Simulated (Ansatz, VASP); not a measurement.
# One calculation of In, two programs

INCAR

```
PREC = Accurate ; ENCUT = 600
EDIFF = 1E-6 ; ISMEAR = -1
SIGMA = 0.05 ; LREAL = F
LASPH = T ; NELM = 60
ALGO = Normal ; ISIF = 3
LWAVE = F ; LCHARG = F
GGA = PE ; IVDW = 13
IBRION = 2 ; NSW = 60
EDIFFG = -0.01
```

Contents of KPOINTS:

```
Automatic mesh
0
Gamma
  11 11 11
```

Contents of POSCAR:

```
In
1.0
   -1.6254700000      1.6254700000      2.4737000000
    1.6254700000     -1.6254700000      2.4737000000
    1.6254700000      1.6254700000     -2.4737000000
In
1
Direct
    0.0000000000      0.0000000000      0.0000000000
```

input.yaml

```yaml
crystal:
  lattice:
    - [-1.62547, 1.62547, 2.4737]
    - [1.62547, -1.62547, 2.4737]
    - [1.62547, 1.62547, -2.4737]
  atoms:
    - { symbol: In, position: [0.0, 0.0, 0.0] }
hamiltonian:
  xc: pbe
  pseudopotentials: { kind: paw }
  dispersion: d4
kpoints:
  mp_grid: { grid: [11, 11, 11] }
scf:
  occupations: { method: fermi_dirac, width: 0.05 }
output:
  forces: true
  stress: true
  eigenvalues: true
relax:
  f_tol: 0.01
  max_steps: 40
  cell: { stress_tol: 0.05 }
```

Alike in both runs: task relaxation of cell and atoms; functional PBE; dispersion D4; k mesh 11 × 11 × 11; occupations fermi-dirac, width 0.05 eV; no spin polarisation.

```csv
,VASP,Ansatz
version,VASP 6.6.1,Ansatz 0.2.0
potentials or method,"VASP PAW PBE potentials, release 64 (In_d)",Ansatz PAW
plane-wave cutoff (eV),600,420
valence electrons in the cell,13,13
```

```csv
,VASP,Ansatz,Ansatz less VASP
"gap on the k mesh at the Fermi level, each at its own relaxed structure (eV)",none,none,-
relaxed volume (Å³/atom),26.02,26.05,+0.028
relaxed length of the cell vector where the two differ most in proportion (Å),3.349,3.327,-0.0218
```

A gap of «none» marks a metal or a gap that the smearing closes.

Noted on Ansatz's run: the plane-wave basis is chosen anew once the cell has moved, so the energies of steps on either side of that aren't comparable.
